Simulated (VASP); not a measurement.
CdS: single point with PBE

Crystal: CdS.

```
CELL_PARAMETERS angstrom
4.19675 -0.00015 0.00000
-2.09850 3.63571 0.00002
0.00001 0.00003 6.82885
ATOMIC_POSITIONS crystal
Cd 0.66316 0.32976 0.49771
Cd 0.32947 0.66273 0.99771
S 0.66276 0.32933 0.87433
S 0.32987 0.66317 0.37434
```

| Quantity | Value |
| --- | --- |
| Program | VASP 6.6.1 |
| Task | single point |
| Functional | PBE |
| Potentials or basis | VASP PAW PBE potentials, release 64 (Cd, S) |
| Cutoff | 520 eV |
| k mesh | 7 × 7 × 4 |
| Occupations | gaussian, width 0.15 eV |
| Spin | collinear spin |
| Starting moments | [0.5, -0.5, 0.0, 0.0] μB |
| Dipole correction | no |
| Further INCAR settings | ALGO = Normal; EDIFF = 1e-06; NBANDS = 30 |

```
Pressure                                              : 0.3 GPa
Band gap on the k mesh                                : 1.11 eV
Net moment                                            : 0.00 μB per cell
Valence electrons inside the program's atomic spheres : Cd 10.28; S 3.71
```

Levels at points of the mesh, in eV from the valence-band top:
Spin up:
```
           k point  band 14  band 15  band 16  band 17  band 18  band 19  band 20  band 21  band 22  band 23
(0.00, 0.00, 0.00)    -0.69    -0.69    -0.04     0.00     0.00     1.11     2.73     6.48     6.48     6.78
(0.00, 0.00, 0.50)    -2.36    -0.36    -0.36    -0.36    -0.36     2.76     2.76     6.14     6.14     6.82
```
Spin down:
| k point | band 15 | band 16 | band 17 | band 18 | band 19 | band 20 | band 21 | band 22 |
| --- | --- | --- | --- | --- | --- | --- | --- | --- |
| (0.00, 0.00, 0.00) | -0.69 | -0.04 | 0.00 | 0.00 | 1.11 | 2.73 | 6.48 | 6.48 |
| (0.00, 0.00, 0.50) | -0.36 | -0.36 | -0.36 | -0.36 | 2.76 | 2.76 | 6.14 | 6.14 |

It took 5.8 min on 1 thread of Oxide Virtual Turin-like Processor, on a shared host, peak memory 0.45 GiB.

Expect the measured gap to be larger: semilocal functionals such as PBE lack the derivative discontinuity.
